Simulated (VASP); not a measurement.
Wanted: the native input for a VASP 6.6.1 run.

```
Task                   : single point
Functional             : PBEsol
Potentials or basis    : VASP PAW PBE potentials, release 64 (Se)
Cutoff                 : 520 eV
k mesh                 : 5 × 5 × 5
Occupations            : fermi-dirac, width 0.05 eV
Spin                   : non-collinear spin, zero start, spin-orbit coupling
Starting moments       : [[0.0, 0.0, 0.0], [0.0, 0.0, 0.0], [0.0, 0.0, 0.0]] μB
Dipole correction      : no
Further INCAR settings : ALGO = Normal; EDIFF = 1e-06; NBANDS = 31
```

The structure of Se lies in POSCAR:

```
Se
1.0
    4.3662000000      0.0000000000      0.0000000000
   -2.1831000000      3.7812401180      0.0000000000
    0.0000000000      0.0000000000      4.9536000000
Se
3
Direct
    0.7746000000      0.7746000000      0.0000000000
    0.0000000000      0.2254000000      0.6666666667
    0.2254000000      0.0000000000      0.3333333333
```

These files were run (other wordings do the same):

INCAR

```
PREC = Accurate
ENCUT = 520
EDIFF = 1E-6
ISMEAR = -1
SIGMA = 0.05
LREAL = F
LASPH = T
NELM = 150
ALGO = Normal
ISIF = 2
LWAVE = F
LCHARG = T
MAGMOM = 0 0 0 0 0 0 0 0 0
LORBIT = 11
LSORBIT = T
GGA_COMPAT = F
LORBMOM = T
GGA = PS
LVHAR = T
NBANDS = 31
```

KPOINTS

```
regular mesh
0
Gamma
  5 5 5
```

Potentials or basis: VASP PAW PBE potentials, release 64 (Se).

Command:

```console
$ cat potpaw_PBE.64/Se/POTCAR > POTCAR
$ mpirun -np 1 vasp_ncl > vasp.out
```

Results of the run:

```yaml
Pressure: 0.4 GPa
Largest_force: 0.348 eV/Å
Net_moment: 0.00 μB per cell
Valence_electrons_inside_the_program's_atomic_spheres: Se 3.74
```

Caveat: the PAW data sets were made with another functional, which shifts forces and pressure a little.

Wall time 100 s on 1 thread of Intel(R) Xeon(R) Platinum 8259CL CPU @ 2.50GHz (Skylake/Cascade Lake) (shared host), peak memory 0.39 GiB.
